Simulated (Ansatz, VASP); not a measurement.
## One calculation of V2N3, two programs

INCAR

```
PREC = Accurate
ENCUT = 520
EDIFF = 1E-7
ISMEAR = 0
SIGMA = 0.15
LREAL = F
LASPH = T
NELM = 100
ALGO = Normal
ISIF = 2
LWAVE = F
LCHARG = F
GGA = PS
NBANDS = 28
```

KPOINTS

```
regular mesh
0
Gamma
  18 18 8
```

The input POSCAR:

```
V2N3
1.0
    2.7797869938      0.0000000000      0.0000000000
   -1.3898934969      2.4073661537      0.0000000000
    0.0000000000      0.0000000000      6.1963538749
V N
2 3
Direct
    0.6666666667      0.3333333333      0.3021155180
    0.3333333333      0.6666666667      0.6978844820
    0.0000000000      0.0000000000      0.4919307385
    0.0000000000      0.0000000000      0.0993706500
    0.0000000000      0.0000000000      0.8844908270
```

Input for Ansatz:

```yaml
crystal:
  lattice:
    - [2.7797869938, 0.0, 0.0]
    - [-1.3898934969, 2.4073661537, 0.0]
    - [0.0, 0.0, 6.1963538749]
  atoms:
    - { symbol: V, position: [0.6666666667, 0.3333333333, 0.302115518] }
    - { symbol: V, position: [0.3333333333, 0.6666666667, 0.697884482] }
    - { symbol: "N", position: [0.0, 0.0, 0.4919307385] }
    - { symbol: "N", position: [0.0, 0.0, 0.09937065] }
    - { symbol: "N", position: [0.0, 0.0, 0.884490827] }
basis:
  ecutwfc: 420
kpoints:
  mp_grid: { grid: [18, 18, 8] }
hamiltonian:
  xc: pbesol
scf:
  occupations: { method: gaussian, width: 0.15 }
output:
  forces: true
  stress: true
  eigenvalues: true
```

Change from the starting cell: all N atoms moved -0.050 Å, as atom 3 along Cartesian [0 0 1].

Alike in both runs: task single point; functional PBEsol; k mesh 18 × 18 × 8; occupations gaussian, width 0.15 eV; no spin polarisation.

|  | VASP | Ansatz |
| --- | --- | --- |
| version | VASP 6.6.1 | Ansatz 0.2.0 |
| potentials or method | VASP PAW PBE potentials, release 64 (V_sv, N), cutoff 520 eV | scalar-relativistic, plane waves, PAW |
| valence electrons in the cell | 41 | 41 |

Ansatz gave:

| Item | Value |
| --- | --- |
| gap on the k mesh at the Fermi level (eV) | none |
| pressure (GPa) | 0.7 |
| traceless stress, the component that is largest in VASP (GPa) | -0.43 |
| rms of the force components (eV/Å) | 0.661 |

Which values does VASP return?

gap on the k mesh at the Fermi level (eV): none; pressure (GPa): 1.5; traceless stress, the component that is largest in VASP (GPa): 0.01; rms of the force components (eV/Å): 0.664.

VASP's potentials were made for PBE, not for PBEsol. Atom by atom the forces differ by 0.025 eV/Å (rms over components). A gap of «none» marks a metal or a gap that the smearing closes. The functional is the same, so the differences come from potentials, cutoffs and numerics.
